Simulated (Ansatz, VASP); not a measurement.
# Two plane-wave programs on TaVN2

```
CELL_PARAMETERS angstrom
3.07007 0.00000 0.00000
0.00000 3.07007 0.00000
0.00000 0.00000 4.32451
ATOMIC_POSITIONS crystal
Ta 0.00000 0.00000 0.00000
V 0.50000 0.50000 0.50000
N 0.50000 0.50000 0.00000
N 0.00000 0.00000 0.50000
```

Alike in both runs: task single point; functional LDA; k mesh 9 × 9 × 6; occupations fermi-dirac, width 0.05 eV; collinear spin.

|  | VASP | Ansatz |
| --- | --- | --- |
| version | VASP 6.6.1 | Ansatz 0.2.0 |
| potentials or method | VASP PAW LDA potentials, release 64 (Ta_sv_GW, V_sv, N) | Ansatz PAW |
| plane-wave cutoff (eV) | 700 | 420 |
| valence electrons in the cell | 36 | 36 |

Ansatz gave:

* gap on the k mesh at the Fermi level (eV): none
* pressure (GPa): -24.4
* traceless stress, the component that is largest in VASP (GPa): -1.62
* net moment per atom (μB): 0.11
* size of the moment on the site where the two differ most (μB): 0.35

Problem. Which values does VASP return?

Solution. gap on the k mesh at the Fermi level (eV): none; pressure (GPa): -23.9; traceless stress, the component that is largest in VASP (GPa): -1.75; net moment per atom (μB): 0.01; size of the moment on the site where the two differ most (μB): 0.06.

LDA's correlation is that of Perdew and Zunger in VASP and of Perdew and Wang (1992) in Ansatz. Site moments also hang on the region over which each program counts them. A gap of «none» marks a metal or a gap that the smearing closes.

Spin-orbit coupling is off throughout.
